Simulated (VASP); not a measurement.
Set up this calculation in VASP 6.6.1, as the native input.

```yaml
Task: single point
Functional: LDA
Potentials_or_basis: VASP PAW LDA potentials, release 64 (Hf_pv, O)
Cutoff: 520 eV
k_mesh: 6 × 6 × 8
Occupations: gaussian, width 0.02 eV
Spin: no spin polarisation
Dipole_correction: no
Further_INCAR_settings: ALGO = Normal; EDIFF = 1e-07; NBANDS = 31
```

The structure of HfO2 lies in POSCAR:

```
HfO2
1.0
    4.5015651982      0.0000000000      0.0000000000
    0.0000000000      4.5015651982      0.0000000000
    0.0000000000      0.0000000000      3.3377533899
Hf O
2 4
Direct
    0.0000000000      0.0000000000      0.0000000000
    0.5000000000      0.5000000000      0.5000000000
    0.1899751623      0.8100248377      0.5000000000
    0.3100248377      0.3100248377      0.0000000000
    0.6899751623      0.6899751623      0.0000000000
    0.8100248377      0.1899751623      0.5000000000
```

This cell differs from its parent crystal: biaxial strain in the a-b plane: -6.0 %, then relaxed in part.

These files were run (other wordings do the same):

INCAR

```
SYSTEM = HfO2
PREC     = Accurate       ! precision mode
ENCUT    = 520            ! plane-wave cutoff, eV
EDIFF    = 1E-7           ! SCF threshold, eV
ISMEAR   = 0              ! smearing method
SIGMA    = 0.02           ! smearing width, eV
LREAL    = .False.        ! projectors in reciprocal space
LASPH    = .True.         ! aspherical terms in the spheres
NELM     = 80             ! most SCF steps
ALGO     = Normal         ! electronic algorithm
ISIF     = 2              ! what is computed and relaxed
LWAVE    = .False.        ! write WAVECAR
LCHARG   = .False.        ! write CHGCAR
NBANDS   = 31             ! bands
```

KPOINTS

```
Automatic mesh
0
Gamma
  6 6 8
  0 0 0
```

Potentials or basis: VASP PAW LDA potentials, release 64 (Hf_pv, O).

The run is started by

```bash
$ cat potpaw_LDA.64/Hf_pv/POTCAR potpaw_LDA.64/O/POTCAR > POTCAR
$ mpirun -np 1 vasp_std > vasp.out
```

It gave:

```
Pressure               : 15.3 GPa
Largest force          : 0.022 eV/Å
Band gap on the k mesh : 3.85 eV, direct
```

Caveat: the cell differs from its parent crystal (biaxial strain in the a-b plane: -6.0 %, then relaxed in part); spin-orbit coupling is left out, which moves the levels of the heavy elements.

Wall time 39 s on 1 thread of Intel(R) Xeon(R) 6975P-C (Granite Rapids), with other jobs on the host, peak memory 0.21 GiB.
